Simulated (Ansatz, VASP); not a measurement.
## MgO in VASP and in Ansatz

```
CELL_PARAMETERS angstrom
0.00000 2.09700 2.09700
2.09700 0.00000 2.09700
2.09700 2.09700 0.00000
ATOMIC_POSITIONS crystal
Mg 0.00000 0.00000 0.00000
O 0.50000 0.50000 0.50000
```

Alike in both runs: functional r2SCAN; k mesh 6 × 6 × 6; occupations fermi-dirac, width 0.05 eV; no spin polarisation.

|  | VASP | Ansatz |
| --- | --- | --- |
| version | VASP 6.6.1 | Ansatz 0.2.0 |
| potentials or method | VASP PAW PBE potentials, release 64 (Mg_sv, O) | Ansatz PAW |
| plane-wave cutoff (eV) | 920 | 500 |
| valence electrons in the cell | 16 | 16 |
| task | single point | band structure |

|  | VASP | Ansatz | Ansatz less VASP |
| --- | --- | --- | --- |
| gap on the k mesh at the Fermi level (eV) | 5.78 | 5.76 | -0.016 |
| least direct gap on the mesh (eV) | 5.78 | 5.76 | -0.016 |
| pressure (GPa) | 1.8 | 1.3 | -0.49 |

VASP's potentials were made for PBE, not for r2SCAN.

The k mesh is coarse, so the values compare programs but aren't converged.
